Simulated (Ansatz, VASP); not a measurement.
**SrTiO3 in VASP and in Ansatz**

File POSCAR:

```
SrTiO3
1.0
    3.9050012542      0.0000000000      0.0000000000
    0.0000000000      3.9050012542      0.0000000000
    0.0000000000      0.0000000000      3.9050012542
Sr Ti O
1 1 3
Direct
    0.0000000000      0.0000000000      0.0000000000
    0.5000000000      0.5000000000      0.5000000000
    0.0000000000      0.5000000000      0.5000000000
    0.5000000000      0.5000000000      0.0000000000
    0.5000000000      0.0000000000      0.5000000000
```

Contents of INCAR.step1:

```
PREC     = Accurate       # precision mode
ENCUT    = 520            # plane-wave cutoff, eV
EDIFF    = 1E-5           # SCF threshold, eV
ISMEAR   = 0              # smearing method
SIGMA    = 0.05           # smearing width, eV
LREAL    = F              # projectors in reciprocal space
LASPH    = T              # aspherical terms in the spheres
NELM     = 80             # most SCF steps
ALGO     = Normal         # electronic algorithm
ISIF     = 2              # what is computed and relaxed
LWAVE    = T              # write WAVECAR
NBANDS   = 28             # bands
GGA      = PE             # functional
```

The input INCAR.step2:

```
PREC     = Accurate       # precision mode
ENCUT    = 520            # plane-wave cutoff, eV
EDIFF    = 1E-6           # SCF threshold, eV
ISMEAR   = 0              # smearing method
SIGMA    = 0.05           # smearing width, eV
LREAL    = F              # projectors in reciprocal space
LASPH    = T              # aspherical terms in the spheres
NELM     = 80             # most SCF steps
ALGO     = Normal         # electronic algorithm
ISIF     = 2              # what is computed and relaxed
LWAVE    = F              # write WAVECAR
LCHARG   = T              # write CHGCAR
GGA      = PE             # functional
LHFCALC  = T              # exact exchange
AEXX     = 0.25           # exact-exchange fraction
PRECFOCK = Fast         
IVDW     = 13             # dispersion correction
LELF     = T              # ELF
LVHAR    = T            
NBANDS   = 28             # bands
ISTART   = 1
```

The input KPOINTS:

```
regular mesh
0
Gamma
  4 4 4
```

Input for Ansatz:

```yaml
crystal:
  lattice:
    - [3.9050012542, 0.0, 0.0]
    - [0.0, 3.9050012542, 0.0]
    - [0.0, 0.0, 3.9050012542]
  atoms:
    - { symbol: Sr, position: [0.0, 0.0, 0.0] }
    - { symbol: Ti, position: [0.5, 0.5, 0.5] }
    - { symbol: O, position: [0.0, 0.5, 0.5] }
    - { symbol: O, position: [0.5, 0.5, 0.0] }
    - { symbol: O, position: [0.5, 0.0, 0.5] }
basis:
  ecutwfc: 420
  ecutrho_ratio: 4
kpoints:
  mp_grid: { grid: [4, 4, 4] }
hamiltonian:
  xc: pbe0
  dispersion: d4
scf:
  occupations: { method: gaussian, width: 0.05 }
  n_extra_bands: 13
output:
  forces: true
  stress: true
  eigenvalues: true
  populations: true
  dos: { projected: true, de: 0.02 }
  write_density: true
  write_potential: true
  elf: true
  volumetric_format: npy
```

Alike in both runs: task single point; functional PBE0; dispersion D4; k mesh 4 × 4 × 4; occupations gaussian, width 0.05 eV; no spin polarisation.

|  | VASP | Ansatz |
| --- | --- | --- |
| version | VASP 6.6.1 | Ansatz 0.2.0 |
| potentials or method | VASP PAW PBE potentials, release 64 (Sr_sv, Ti_sv, O), cutoff 520 eV | scalar-relativistic, plane waves, PAW |
| valence electrons in the cell | 40 | 40 |

Ansatz gave:

```
gap on the k mesh at the Fermi level (eV) : 4.07
least direct gap on the mesh (eV)         : 4.43
pressure (GPa)                            : -4.4
```

Question: Estimate VASP's values.

Answer: gap on the k mesh at the Fermi level (eV): 4.05; least direct gap on the mesh (eV): 4.43; pressure (GPa): -3.8.

Ansatz's warnings: stress exchange threshold loose, stress scf threshold loose.
